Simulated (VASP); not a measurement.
Set up this calculation in VASP 6.6.1, as the native input.

```
Task                   : relaxation of cell and atoms
Functional             : LDA
Potentials or basis    : VASP PAW LDA potentials, release 64 (La, Sb)
Cutoff                 : 600 eV
k mesh                 : 12 × 12 × 12
Occupations            : gaussian, width 0.1 eV
Spin                   : no spin polarisation
Dipole correction      : no
Further INCAR settings : ALGO = Normal; EDIFF = 1e-06; IBRION = 2; EDIFFG = -0.005; NSW = 70; ISIF = 3
```

The structure of LaSb lies in POSCAR:

```
LaSb
1.0
    0.0000000000      3.2754964733      3.2754964733
    3.2754964733      0.0000000000      3.2754964733
    3.2754964733      3.2754964733      0.0000000000
La Sb
1 1
Direct
    0.0000000000      0.0000000000      0.0000000000
    0.5000000000      0.5000000000      0.5000000000
```

One way to write it, as run:

INCAR

```
SYSTEM = LaSb
PREC = Accurate
ENCUT = 600
EDIFF = 1E-6
ISMEAR = 0
SIGMA = 0.1
LREAL = .False.
LASPH = .True.
NELM = 100
ALGO = Normal
ISIF = 3
LWAVE = .False.
LCHARG = .False.
IBRION = 2
NSW = 70
EDIFFG = -0.005
```

KPOINTS

```
regular mesh
0
Gamma
  12 12 12
  0 0 0
```

Potentials or basis: VASP PAW LDA potentials, release 64 (La, Sb).

Command:

```sh
$ cat potpaw_LDA.64/La/POTCAR potpaw_LDA.64/Sb/POTCAR > POTCAR
$ mpirun -np 1 vasp_std > vasp.out
```

It gave:

```yaml
Relaxed_volume: 32.81 Å³/atom
Relaxed_cell: a = 4.528 Å, b = 4.528 Å, c = 4.528 Å, α = 60.00°, β = 60.00°, γ = 60.00°
Space_group_after_relaxing_to_0.05_Å: Fm-3m (No. 225)
Energy_gained_by_relaxing: 27.8 meV/atom
Ionic_steps: 6
Pressure_after_relaxing: 0.0 GPa
Band_gap_on_the_k_mesh: zero (band 8 reaches 7.13 eV, above the bottom of band 9 at 6.66 eV)
```

Caveat: spin-orbit coupling is left out, which moves the levels of the heavy elements.

Run time: 2.7 min on 1 thread of Intel(R) Xeon(R) 6975P-C (Granite Rapids), with other jobs on the host, peak memory 0.3 GiB.
